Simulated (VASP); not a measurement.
Wanted: the native input for a VASP 6.6.1 run.

- Task: single point
- Functional: PBE
- Potentials or basis: VASP PAW PBE potentials, release 64 (Mg)
- Cutoff: 520 eV
- k mesh: 14 × 14 × 14
- Occupations: gaussian, width 0.1 eV
- Spin: no spin polarisation
- Dipole correction: no
- Further INCAR settings: ALGO = Normal; EDIFF = 1e-06; NBANDS = 7

The structure of Mg lies in POSCAR:

```
Mg
1.0
    0.0000000000      2.6608109542      2.6608109542
    2.6608109542      0.0000000000      2.6608109542
    2.6608109542      2.6608109542      0.0000000000
Mg
1
Direct
    0.0000000000      0.0000000000      0.0000000000
```

This isn't the form of Mg at room conditions, which is hcp.

This cell differs from its parent crystal: Ba replaced by Mg, lengths x 0.793, strained.

The input as run:

INCAR

```
SYSTEM = Mg
  PREC = Accurate
  ENCUT = 520
  EDIFF = 1E-6
  ISMEAR = 0
  SIGMA = 0.1
  LREAL = .FALSE.
  LASPH = .TRUE.
  NELM = 80
  ALGO = Normal
  ISIF = 2
  LWAVE = .FALSE.
  LCHARG = .FALSE.
  GGA = PE
  NBANDS = 7
```

KPOINTS

```
regular mesh
0
G
  14 14 14
  0 0 0
```

Potentials or basis: VASP PAW PBE potentials, release 64 (Mg).

The run is started by

```bash
$ cat potpaw_PBE.64/Mg/POTCAR > POTCAR
$ mpirun -np 1 vasp_std > vasp.out
```

It gave:

```json
{
 "Pressure": "-6.1 GPa",
 "Band gap on the k mesh": "zero (bands 1 and 2 overlap by 1.86 eV)"
}
```

Caveat: the cell differs from its parent crystal (Ba replaced by Mg, lengths x 0.793, strained); the cell stands under tension.

Wall time 7.6 s on 1 thread of Intel(R) Xeon(R) 6975P-C (Granite Rapids), on a shared host, peak memory 0.16 GiB.
